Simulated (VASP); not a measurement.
# Pb (I4/mmm) in VASP: further runs

The runs below take Pb through single point, with LDA.

Program: VASP 6.6.1. These are calculated values, not measurements. Logs are shortened: lines on timing, memory, paths and dates and some standing lists are left out, and cuts for length are marked.

## 1. The cell of the first run

The structure is tetragonal, space group I4/mmm (No. 139). Conventional cell: a = 3.493 Å, b = 3.493 Å, c = 4.643 Å, α = 90.00°, β = 90.00°, γ = 90.00°. Pb (site symmetry 4/mmm) has 12 Pb at 3.39 to 3.49 Å within 4.5 Å.

## 2. Single point, LDA (strain -0.0600 x Voigt [1, 0, 0, 0, 0, 0])

INCAR reads:

```
PREC = Accurate
ENCUT = 520
EDIFF = 1E-6
ISMEAR = 0
SIGMA = 0.15
LREAL = F
LASPH = T
NELM = 60
ALGO = Normal
ISIF = 2
LWAVE = F
LCHARG = F
NBANDS = 13
```

KPOINTS reads:

```
Automatic mesh
0
Gamma
  16 16 16
```

POSCAR reads:

```
Pb
1.0
    0.0000000000      2.4698000000      2.4698000000
    2.3216120000      0.0000000000      2.4698000000
    2.3216120000      2.4698000000      0.0000000000
Pb
1
Direct
    0.0000000000      0.0000000000      0.0000000000
```

Potentials or basis: VASP PAW LDA potentials, release 64 (Pb_d).

Started as:

```console
cat potpaw_LDA.64/Pb_d/POTCAR > POTCAR
mpirun -np 1 vasp_std > vasp.out
```

OUTCAR:

```text
PREC = Accurate
   ENCUT = 520
   EDIFF = 1E-6
   ISMEAR = 0
   LREAL = F
   LASPH = T
   NELM = 60
   ISIF = 2

 ion  position               nearest neighbor table
   1  0.000  0.000  0.000-

  LATTYP: Found a body centered tetragonal cell.
 ALAT       =     3.4928246563
 C/A-ratio  =     1.3293607486

  Lattice vectors:

 A1 = (  -2.3216120000,   0.0000000000,  -2.4698000000)
 A2 = (  -2.3216120000,   0.0000000000,   2.4698000000)
 A3 = (   2.3216120000,   2.4698000000,   0.0000000000)

Analysis of symmetry for initial positions (statically):
=====================================================================
 Subroutine PRICEL returns:
 Original cell was already a primitive cell.

 Routine SETGRP: Setting up the symmetry group for a
 body centered tetragonal supercell.

 Subroutine GETGRP returns: Found 16 space group operations
 (whereof 16 operations were pure point group operations)
 out of a pool of 16 trial point group operations.

The static configuration has the point symmetry D_4h.

Analysis of symmetry for dynamics (positions and initial velocities):
=====================================================================
 Subroutine PRICEL returns:
 Original cell was already a primitive cell.

 Routine SETGRP: Setting up the symmetry group for a
 body centered tetragonal supercell.

 Subroutine GETGRP returns: Found 16 space group operations
 (whereof 16 operations were pure point group operations)
 out of a pool of 16 trial point group operations.

The dynamic configuration has the point symmetry D_4h.

 Subroutine INISYM returns: Found 16 space group operations
 (whereof 16 operations are pure point group operations),
 and found     1 'primitive' translations

----------------------------------------------------------------------------------------

                                     Primitive cell

  volume of cell :      28.3233

  direct lattice vectors                    reciprocal lattice vectors
     0.000000000  2.469800000  2.469800000    -0.215367598  0.202445542  0.202445542
     2.321612000  0.000000000  2.469800000     0.215367598 -0.202445542  0.202445542
     2.321612000  2.469800000  0.000000000     0.215367598  0.202445542 -0.202445542

  length of vectors
     3.492824656  3.389659912  3.389659912     0.358261912  0.358261912  0.358261912

  position of ions in fractional coordinates (direct lattice)
     0.000000000  0.000000000  0.000000000

  ion indices of the primitive-cell ions
   primitive index   ion index
                 1           1

----------------------------------------------------------------------------------------

 KPOINTS: Automatic mesh

Automatic generation of k-mesh.
 Grid dimensions read from file:
 generate k-points for:   16   16   16

 Generating k-lattice:

  Cartesian coordinates                     Fractional coordinates (reciprocal lattice)
    -0.013460475  0.012652846  0.012652846     0.062500000  0.000000000  0.000000000
     0.013460475 -0.012652846  0.012652846     0.000000000  0.062500000  0.000000000
     0.013460475  0.012652846 -0.012652846     0.000000000  0.000000000  0.062500000

  Length of vectors
     0.022391369  0.022391369  0.022391369

  Shift w.r.t. Gamma in fractional coordinates (k-lattice)
     0.000000000  0.000000000  0.000000000

 Subroutine IBZKPT returns following result:
 ===========================================

 Found    349 irreducible k-points:

 Following reciprocal coordinates:
            Coordinates               Weight
  0.000000  0.000000  0.000000      1.000000
  0.062500  0.000000  0.000000      8.000000
  0.125000  0.000000  0.000000      8.000000
  0.187500 -0.000000 -0.000000      8.000000
  0.250000  0.000000  0.000000      8.000000
  0.312500  0.000000  0.000000      8.000000
[... 16 lines left out ...]
 -0.125000  0.062500  0.000000     16.000000
 -0.062500  0.062500  0.000000      8.000000
 [... further k-points ...]
   k-points           NKPTS =    349   k-points in BZ     NKDIM =    349   number of bands    NBANDS=     13
   number of dos      NEDOS =    301   number of ions     NIONS =      1
   total plane-waves  NPLWV =  21952
   dimension x,y,z NGX =    28 NGY =   28 NGZ =   28
   dimension x,y,z NGXF=    56 NGYF=   56 NGZF=   56
   ions per type =               1
   NGX,Y,Z   is equivalent  to a cutoff of  13.33, 13.73, 13.73 a.u.
   NGXF,Y,Z  is equivalent  to a cutoff of  26.65, 27.47, 27.47 a.u.
 SYSTEM =  unknown system
   PREC   = accura    normal or accurate (medium, high low for compatibility)
   ISTART =      0    job   : 0-new  1-cont  2-samecut
   ICHARG =      2    charge: 1-file 2-atom 10-const
   ISPIN  =      1    spin polarized calculation?
   LNONCOLLINEAR =      F non collinear calculations
   LSORBIT =      F    spin-orbit coupling
   LASPH  =      T    aspherical Exc in radial PAW
   ENCUT  =  520.0 eV  38.22 Ry    6.18 a.u.   6.49  6.30  6.30*2*pi/ulx,y,z
   NELM   =     60;   NELMIN=  2; NELMDL= -5     # of ELM steps
   EDIFF  = 0.1E-05   stopping-criterion for ELM
   LREAL  =      F    real-space projection
   EDIFFG = 0.1E-04   stopping-criterion for IOM
   NSW    =      0    number of steps for IOM
   IBRION =     -1    ionic relax: 0-MD 1-quasi-New 2-CG
   NFREE  =      0    steps in history (QN), initial steepest desc. (CG)
   ISIF   =      2    stress and relaxation
   ISYM   =      2    0-nonsym 1-usesym 2-fastsym
   POTIM  = 0.5000    time-step for ionic-motion
   TEBEG  =    0.0;   TEEND  =   0.0 temperature during run
   PSTRESS=    0.0 pullay stress
   NELECT =      14.0000    total number of electrons
   NUPDOWN=      -1.0000    fix difference up-down
   EMIN   =  10.00;   EMAX   =-10.00  energy-range for DOS
   EFERMI =   0.00;   METHOD = LEGACY
   ISMEAR =     0;   SIGMA  =   0.15  broadening in eV -4-tet -1-fermi 0-gaus
   EFERMI_NEDOS =   21; number of points for ismear=-14 and -15
   IALGO  =     38    algorithm
   IMIX   =      4    mixing-type and parameters
     AMIX     =   0.40;   BMIX     =  1.00
     AMIX_MAG =   1.60;   BMIX_MAG =  1.00
  volume/ion in A,a.u.               =      28.32       191.13
  Fermi-wavevector in a.u.,A,eV,Ry     =   1.294404  2.446068 22.796305  1.675481
  Thomas-Fermi vector in A             =   2.425989
   LORBIT       =      0    0 simple, 1 ext, 2 COOP (PROOUT), +10 PAW based schemes
   GGA     = CA    functional components
   LHFCALC =     F    Hartree Fock is set to
   AEXX    =    0.0000 exact exchange contribution
   IVDW    =     0    specifies the selected vdW correction
   LEPSILON=     F    determine dielectric tensor
   LRPA    =     F    only Hartree local field effects (RPA)
 non-spin polarized calculation
 Gauss-broadening in eV      SIGMA  =   0.15
  energy-cutoff  :      520.00
  volume of cell :       28.32
 maximum number of plane-waves:       777
 NGX is ok and might be reduce to    28
   NGX = 13   NGY = 13   NGZ = 13

 number of electron      14.0000003 magnetization

 Free energy of the ion-electron system (eV)
  ---------------------------------------------------
  ext. energy  EPLUGINS =         0.00000000
  ---------------------------------------------------
  free energy    TOTEN  =        -4.25040135 eV

  energy without entropy =       -4.24508314  energy(sigma->0) =       -4.24774225

 E-fermi :   7.8432     XC(G=0): -10.7853

 val. band max:        7.8425329310   @ k =   0.3750   0.1250   0.1250
 cond. band min:       7.8480171695   @ k =  -0.4375   0.3125   0.0625
 fundamental gap:      0.0054842385
 Fermi energy:         7.8431973707

 k-point     1 :       0.0000    0.0000    0.0000
  band No.  band energies     occupation
      1      -9.2953      2.00000
      2      -9.2953      2.00000
      3      -9.2095      2.00000
      4      -9.1354      2.00000
      5      -9.0533      2.00000
      6      -4.4473      2.00000
      7      15.6145      0.00000
      8      15.7615      0.00000
      9      15.7615      0.00000
     10      17.7021      0.00000
     11      20.1746      0.00000
     12      20.8531      0.00000
     13      20.8542      0.00000

 k-point     2 :       0.0625    0.0000    0.0000
  band No.  band energies     occupation
      1      -9.2920      2.00000
      2      -9.2878      2.00000
      3      -9.2067      2.00000
      4      -9.1346      2.00000
      5      -9.0553      2.00000
      6      -4.3666      2.00000
      7      14.7118      0.00000
      8      15.5970      0.00000
      9      15.6253      0.00000
     10      17.5521      0.00000
     11      20.5221      0.00000
     12      21.0492      0.00000
     13      21.0547      0.00000

 k-point     3 :       0.1250    0.0000    0.0000
  band No.  band energies     occupation
      1      -9.2854      2.00000
      2      -9.2706      2.00000
      3      -9.1985      2.00000
      4      -9.1279      2.00000
      5      -9.0590      2.00000
      6      -4.1237      2.00000
      7      12.7701      0.00000
      8      15.2700      0.00000
      9      15.3918      0.00000
     10      17.3862      0.00000
     11      20.7405      0.00000
     12      21.1457      0.00000
     13      21.2321      0.00000
[... 305 lines left out ...]
 k-point    23 :      -0.1250    0.0625    0.0000
  band No.  band energies     occupation
      1      -9.2835      2.00000
      2      -9.2526      2.00000
      3      -9.1979      2.00000
      4      -9.1163      2.00000
      5      -9.0646      2.00000
      6      -3.9254      2.00000
      7      11.9750      0.00000
      8      13.9071      0.00000
      9      15.7505      0.00000
     10      17.6903      0.00000
     11      20.0705      0.00000
     12      20.8793      0.00000
     13      21.2572      0.00000

 k-point    24 :      -0.0625    0.0625    0.0000
  band No.  band energies     occupation
      1      -9.2892      2.00000
      2      -9.2699      2.00000
      3      -9.2068      2.00000
      4      -9.1290      2.00000
      5      -9.0608      2.00000
      6      -4.2274      2.00000
      7      13.7675      0.00000
      8      14.6625      0.00000
      9      15.7981      0.00000
     10      17.5676      0.00000
     11      20.5301      0.00000
     12      20.9701      0.00000
     13      20.9730      0.00000

 [... further k-points ...]

------------------------ aborting loop because EDIFF is reached ----------------------------------------

  FORCE on cell =-STRESS in cart. coord.  units (eV):
  Direction    XX          YY          ZZ          XY          YZ          ZX
  --------------------------------------------------------------------------------------
  -------------------------------------------------------------------------------------
  Total        0.3790328      0.1904626      0.1904626      0.0000000      0.0000000     -0.0000000
  in kB       21.4409562     10.7740031     10.7740031      0.0000000      0.0000000     -0.0000000
  external PRESSURE =      14.3296541 kB  Pullay stress =       0.0000000 kB

 VOLUME and BASIS-vectors are now :
 -----------------------------------------------------------------------------
  energy-cutoff  :      520.00
  volume of cell :       28.32
      direct lattice vectors                 reciprocal lattice vectors
     0.000000000  2.469800000  2.469800000    -0.215367598  0.202445542  0.202445542
     2.321612000  0.000000000  2.469800000     0.215367598 -0.202445542  0.202445542
     2.321612000  2.469800000  0.000000000     0.215367598  0.202445542 -0.202445542

 POSITION                                       TOTAL-FORCE (eV/Angst)
 -----------------------------------------------------------------------------------
      0.00000      0.00000      0.00000         0.000000     -0.000000      0.000000
 -----------------------------------------------------------------------------------
    total drift:                               -0.000000     -0.000000     -0.000000

  FREE ENERGIE OF THE ION-ELECTRON SYSTEM (eV)
  ---------------------------------------------------
  free  energy   TOTEN  =        -4.2504013522 eV

  energy  without entropy=       -4.2450831387  energy(sigma->0) =       -4.24774225
```

Wall time 2.3 min (1 thread of Intel Xeon 8259CL, shared host); peak memory 0.24 GiB.

What came out:

```
Free energy            : -4.2504 eV
Pressure               : 1.4 GPa
Band gap on the k mesh : zero (band 7 reaches 15.61 eV, above the bottom of band 8 at 5.86 eV)
```

Stress tensor (GPa, compression positive):
```
2.14 0.00 0.00
0.00 1.08 0.00
0.00 0.00 1.08
```

Levels at points of the mesh, in eV from the Fermi level:
```csv
k point,band 5,band 6,band 7,band 8,band 9,band 10
"(0.00, 0.00, 0.00)",-16.90,-12.29,7.77,7.92,7.92,9.86
"(0.50, 0.00, 0.00)",-16.75,-8.25,-4.58,5.34,6.26,9.50
"(0.50, 0.50, 0.00)",-16.70,-6.93,-3.77,2.14,2.53,5.92
"(0.00, 0.50, 0.50)",-16.72,-6.18,-3.20,1.53,1.53,5.18
```

Caveat: the cell differs from its parent crystal (strain -0.0600 x Voigt [1, 0, 0, 0, 0, 0]); spin-orbit coupling is left out, which moves the levels of the heavy elements.

## 3. Single point, LDA (strain -0.0450 x Voigt [1, 0, 0, 0, 0, 0])

INCAR reads:

```
SYSTEM = Pb
PREC     = Accurate       ! precision mode
ENCUT    = 520            ! plane-wave cutoff, eV
EDIFF    = 1E-7           ! SCF threshold, eV
ISMEAR   = 0              ! smearing method
SIGMA    = 0.15           ! smearing width, eV
LREAL    = .False.        ! projectors in reciprocal space
LASPH    = .True.         ! aspherical terms in the spheres
NELM     = 80             ! most SCF steps
ALGO     = Fast           ! electronic algorithm
ISIF     = 2              ! what is computed and relaxed
LWAVE    = .False.        ! write WAVECAR
LCHARG   = .False.        ! write CHGCAR
GGA      = CA             ! functional
NBANDS   = 13             ! bands
```

KPOINTS reads:

```
regular mesh
0
Gamma
  16 16 16
  0 0 0
```

POSCAR reads:

```
Pb
1.0
    0.0000000000      2.4698000000      2.4698000000
    2.3586590000      0.0000000000      2.4698000000
    2.3586590000      2.4698000000      0.0000000000
Pb
1
Direct
    0.0000000000      0.0000000000      0.0000000000
```

Potentials or basis: VASP PAW LDA potentials, release 64 (Pb_d).

Started as:

```console
cat potpaw_LDA.64/Pb_d/POTCAR > POTCAR
mpirun -np 1 vasp_std > vasp.out
```

Wall time 5.3 min (1 thread of Intel Xeon 8259CL, shared host); peak memory 0.24 GiB.

It converged, with:

```yaml
Free_energy: -4.2553 eV
Pressure: 0.6 GPa
Band_gap_on_the_k_mesh: zero (band 7 reaches 15.32 eV, above the bottom of band 8 at 5.73 eV)
```

Stress tensor (GPa, compression positive):
```
1.17 0.00 0.00
0.00 0.26 0.00
0.00 0.00 0.26
```

Levels at points of the mesh, in eV from the Fermi level:
```csv
k point,band 4,band 5,band 6,band 7,band 8,band 9,band 10,band 11
"(0.00, 0.00, 0.00)",-16.95,-16.89,-12.17,7.67,7.77,7.77,9.84,12.12
"(0.50, 0.00, 0.00)",-16.78,-16.75,-8.23,-4.50,5.39,6.10,9.40,9.84
"(0.50, 0.50, 0.00)",-16.75,-16.71,-6.88,-3.65,2.10,2.39,5.79,7.05
"(0.00, 0.50, 0.50)",-16.72,-16.72,-6.34,-3.24,1.65,1.65,5.25,6.53
```

Caveat: the cell differs from its parent crystal (strain -0.0450 x Voigt [1, 0, 0, 0, 0, 0]); spin-orbit coupling is left out, which moves the levels of the heavy elements.
